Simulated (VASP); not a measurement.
# BeS (F-43m) in VASP: further runs, part 2 of 2

VASP 6.6.1.

## 6. Single point, r2SCAN (strained)

The input, POSCAR:

```
BeS
1.0
    0.0000000000      2.4471887500      2.4471887500
    2.4471887500      0.0000000000      2.4471887500
    2.4471887500      2.4471887500      0.0000000000
Be S
1 1
Direct
    0.0000000000      0.0000000000      0.0000000000
    0.7500000000      0.7500000000      0.7500000000
```

The input, INCAR.step1:

```
PREC = Accurate
ENCUT = 660
ISMEAR = 0
SIGMA = 0.02
LREAL = False
LASPH = True
NELM = 120
NBANDS = 11
GGA = PE
ALGO = Normal
EDIFF = 1E-5
LWAVE = True
LCHARG = False
GGA_COMPAT = False
```

The input, INCAR.step2:

```
PREC = Accurate
ENCUT = 660
EDIFF = 1E-6
ISMEAR = 0
SIGMA = 0.02
LREAL = False
LASPH = True
NELM = 120
ALGO = Normal
ISIF = 2
LWAVE = False
LCHARG = True
METAGGA = R2SCAN
LMIXTAU = True
LELF = True
LVHAR = True
NBANDS = 11
ISTART = 1
GGA_COMPAT = False
```

The input, KPOINTS:

```
regular mesh
0
Gamma
  8 8 8
```

Potentials or basis: VASP PAW PBE potentials, release 64 (Be, S).

Run with:

```sh
$ cat potpaw_PBE.64/Be/POTCAR potpaw_PBE.64/S/POTCAR > POTCAR
$ cp INCAR.step1 INCAR
$ mpirun -np 1 vasp_std > vasp.out
$ cp INCAR.step2 INCAR
$ mpirun -np 1 vasp_std > vasp.out
```

OUTCAR:

```text
PREC = Accurate
   ENCUT = 660
   EDIFF = 1E-6
   ISMEAR = 0
   LREAL = False
   LASPH = True
   NELM = 120
   ISIF = 2
   METAGGA = R2SCAN
   ISTART = 1

 ion  position               nearest neighbor table
   1  0.000  0.000  0.000-   2 2.12   2 2.12   2 2.12   2 2.12
   2  0.750  0.750  0.750-   1 2.12   1 2.12   1 2.12   1 2.12

  LATTYP: Found a face centered cubic cell.
 ALAT       =     4.8943775000

  Lattice vectors:

 A1 = (   0.0000000000,   2.4471887500,   2.4471887500)
 A2 = (   2.4471887500,   0.0000000000,   2.4471887500)
 A3 = (   2.4471887500,   2.4471887500,   0.0000000000)

Analysis of symmetry for initial positions (statically):
=====================================================================
 Subroutine PRICEL returns:
 Original cell was already a primitive cell.

 Routine SETGRP: Setting up the symmetry group for a
 face centered cubic supercell.

 Subroutine GETGRP returns: Found 24 space group operations
 (whereof 24 operations were pure point group operations)
 out of a pool of 48 trial point group operations.

The static configuration has the point symmetry T_d .

[... 172 lines left out ...]
      3       3.6866      2.00000
      4       3.6866      2.00000
      5       9.9586      0.00000
      6       9.9586      0.00000
      7       9.9586      0.00000
      8      10.1300      0.00000
      9      17.0575      0.00000
     10      17.0575      0.00000
     11      19.3660      0.00000
[... 309 lines left out ...]
 k-point    24 :      -0.3750    0.2500    0.1250
  band No.  band energies     occupation
      1      -8.5461      2.00000
      2      -1.5556      2.00000
      3       0.9279      2.00000
      4       1.8817      2.00000
      5      10.3362      0.00000
      6      10.8346      0.00000
      7      13.4404      0.00000
      8      14.8156      0.00000
      9      15.9016      0.00000
     10      19.7735      0.00000
     11      20.4875      0.00000

 [... further k-points ...]

------------------------ aborting loop because EDIFF is reached ----------------------------------------

  FORCE on cell =-STRESS in cart. coord.  units (eV):
  Direction    XX          YY          ZZ          XY          YZ          ZX
  --------------------------------------------------------------------------------------
  -------------------------------------------------------------------------------------
  Total       -0.2225242     -0.2225242     -0.2225242      0.0000000      0.0000000      0.0000000
  in kB      -12.1634141    -12.1634141    -12.1634141      0.0000000      0.0000000      0.0000000
  external PRESSURE =     -12.1634141 kB  Pullay stress =       0.0000000 kB

 VOLUME and BASIS-vectors are now :
 -----------------------------------------------------------------------------
  energy-cutoff  :      660.00
  volume of cell :       29.31
      direct lattice vectors                 reciprocal lattice vectors
     0.000000000  2.447188750  2.447188750    -0.204316075  0.204316075  0.204316075
     2.447188750  0.000000000  2.447188750     0.204316075 -0.204316075  0.204316075
     2.447188750  2.447188750  0.000000000     0.204316075  0.204316075 -0.204316075

 POSITION                                       TOTAL-FORCE (eV/Angst)
 -----------------------------------------------------------------------------------
      0.00000      0.00000      0.00000        -0.000000     -0.000000     -0.000000
      3.67078      3.67078      3.67078         0.000000      0.000000      0.000000
 -----------------------------------------------------------------------------------
    total drift:                               -0.000000     -0.000000     -0.000000

  FREE ENERGIE OF THE ION-ELECTRON SYSTEM (eV)
  ---------------------------------------------------
  free  energy   TOTEN  =       -14.7859437638 eV

  energy  without entropy=      -14.7859437638  energy(sigma->0) =      -14.78594376
```

OUTCAR.step1:

```text
PREC = Accurate
   ENCUT = 660
   ISMEAR = 0
   LREAL = False
   LASPH = True
[... 558 lines left out ...]
      0.00000      0.00000      0.00000         0.000000      0.000000      0.000000
      3.67078      3.67078      3.67078        -0.000000     -0.000000     -0.000000
 -----------------------------------------------------------------------------------
    total drift:                               -0.000000     -0.000000     -0.000000

  FREE ENERGIE OF THE ION-ELECTRON SYSTEM (eV)
  ---------------------------------------------------
  free  energy   TOTEN  =       -10.0127218637 eV

  energy  without entropy=      -10.0127218637  energy(sigma->0) =      -10.01272186
```

OSZICAR.step1:

```text
N       E                     dE             d eps       ncg     rms          rms(c)
DAV:   1     0.255586098520E+02    0.25559E+02   -0.45303E+03   638   0.762E+02
DAV:   2    -0.854946117257E+01   -0.34108E+02   -0.32452E+02   811   0.131E+02
DAV:   3    -0.101629285117E+02   -0.16135E+01   -0.16097E+01   880   0.283E+01
DAV:   4    -0.101738963891E+02   -0.10968E-01   -0.10966E-01   793   0.257E+00
DAV:   5    -0.101739894023E+02   -0.93013E-04   -0.93011E-04   829   0.230E-01    0.545E+00
DAV:   6    -0.100474135082E+02    0.12658E+00   -0.12094E-01   739   0.163E+00    0.372E+00
DAV:   7    -0.100112852116E+02    0.36128E-01   -0.10817E-01   806   0.173E+00    0.103E+00
DAV:   8    -0.100125725797E+02   -0.12874E-02   -0.65982E-03   827   0.415E-01    0.134E-01
DAV:   9    -0.100126646898E+02   -0.92110E-04   -0.51067E-04   806   0.146E-01    0.273E-02
DAV:  10    -0.100127172622E+02   -0.52572E-04   -0.83736E-05   763   0.533E-02    0.115E-02
DAV:  11    -0.100127218637E+02   -0.46016E-05   -0.16922E-05   802   0.214E-02
   1 F= -.10012722E+02 E0= -.10012722E+02  d E =-.184535E-29
```

Wall time 1.9 min (1 thread of Intel Xeon 8259CL, shared host); peak memory 0.17 GiB.

Results:

| Quantity | Value |
| --- | --- |
| Free energy | -14.7859 eV |
| Pressure | -1.2 GPa |
| Band gap on the k mesh | 3.63 eV (least direct gap 6.25 eV) |

Levels at points of the mesh, in eV from the valence-band top:
| k point | band 2 | band 3 | band 4 | band 5 | band 6 | band 7 |
| --- | --- | --- | --- | --- | --- | --- |
| (0.00, 0.00, 0.00) | 0.00 | 0.00 | 0.00 | 6.27 | 6.27 | 6.27 |
| (0.50, 0.00, 0.00) | -5.78 | -1.02 | -1.02 | 6.00 | 7.15 | 7.15 |
| (0.50, 0.50, 0.00) | -5.05 | -2.62 | -2.62 | 3.63 | 5.41 | 13.64 |

Caveat: the cell differs from its parent crystal (strained); the PAW data sets were made with another functional, which shifts forces and pressure a little. A k mesh can miss the band edges.

## 7. The runs side by side

```csv
level,cell,cutoff (eV),gap on the mesh (eV),pressure (GPa)
PBE,"a = 3.318 Å, angles 60.0°, 2 atoms",600,2.86,13.4
PBEsol,"a = 3.536 Å, angles 60.0°, 2 atoms",600,3.11,-7.8
PBE,"a = 3.481 Å, angles 60.0°, 2 atoms",600,3.21,-2.5
r2SCAN,"a = 3.461 Å, angles 60.0°, 2 atoms",660,3.63,-1.2
```

Alike in all rows: task single point; potentials or basis VASP PAW PBE potentials, release 64 (Be, S); no spin polarisation; k mesh 8 × 8 × 8; smearing gaussian 0.02 eV.

Caveats: the PAW data sets were made with another functional, which shifts forces and pressure a little (at least some runs); the cell stands under pressure (at least some runs); the cell stands under tension (at least some runs).

Absolute energies hang on the potentials; compare differences alone.
